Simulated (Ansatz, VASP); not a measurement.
Two plane-wave programs on TaF3

File INCAR:

```
SYSTEM = TaF3
ALGO = Normal ; EDIFF = 1E-7
ENCUT = 520 ; GGA = CA
ISIF = 2 ; ISMEAR = 0
LASPH = .True. ; LCHARG = .False.
LREAL = .False. ; LWAVE = .False.
NBANDS = 24 ; NELM = 60
PREC = Accurate ; SIGMA = 0.1
```

KPOINTS

```
k-points
0
Gamma
  6 6 6
  0 0 0
```

Contents of POSCAR:

```
TaF3
1.0
    3.9012000000      0.0000000000      0.0000000000
    0.0000000000      3.9012000000      0.0000000000
    0.0000000000      0.0000000000      3.9012000000
Ta F
1 3
Direct
    0.0000000000      0.0000000000      0.0000000000
    0.5000000000      0.0000000000      0.0000000000
    0.0000000000      0.5000000000      0.0000000000
    0.0000000000      0.0000000000      0.5000000000
```

Input for Ansatz:

```yaml
crystal:
  lattice:
    - [3.9012, 0.0, 0.0]
    - [0.0, 3.9012, 0.0]
    - [0.0, 0.0, 3.9012]
  atoms:
    - { symbol: Ta, position: [0.0, 0.0, 0.0] }
    - { symbol: F, position: [0.5, 0.0, 0.0] }
    - { symbol: F, position: [0.0, 0.5, 0.0] }
    - { symbol: F, position: [0.0, 0.0, 0.5] }
basis:
  ecutwfc: 420
kpoints:
  mp_grid: { grid: [6, 6, 6] }
hamiltonian:
  xc: lda
scf:
  occupations: { method: gaussian, width: 0.1 }
output:
  forces: true
  stress: true
  eigenvalues: true
```

Alike in both runs: task single point; functional LDA; k mesh 6 × 6 × 6; occupations gaussian, width 0.1 eV; no spin polarisation.

|  | VASP | Ansatz |
| --- | --- | --- |
| version | VASP 6.6.1 | Ansatz 0.2.0 |
| potentials or method | VASP PAW LDA potentials, release 64 (Ta_pv, F), cutoff 520 eV | scalar-relativistic, plane waves, PAW |
| valence electrons in the cell | 32 | 34 |

```tsv
	VASP	Ansatz	Ansatz less VASP
gap on the k mesh at the Fermi level (eV)	none	none	-
pressure (GPa)	16.5	15.6	-0.85
```

LDA's correlation is that of Perdew and Zunger in VASP and of Perdew and Wang (1992) in Ansatz. A gap of «none» marks a metal or a gap that the smearing closes. VASP's potentials hold 32 valence electrons a cell and Ansatz's 34, so a difference there can come from the potentials and not from the codes.

Spin-orbit coupling is off throughout.
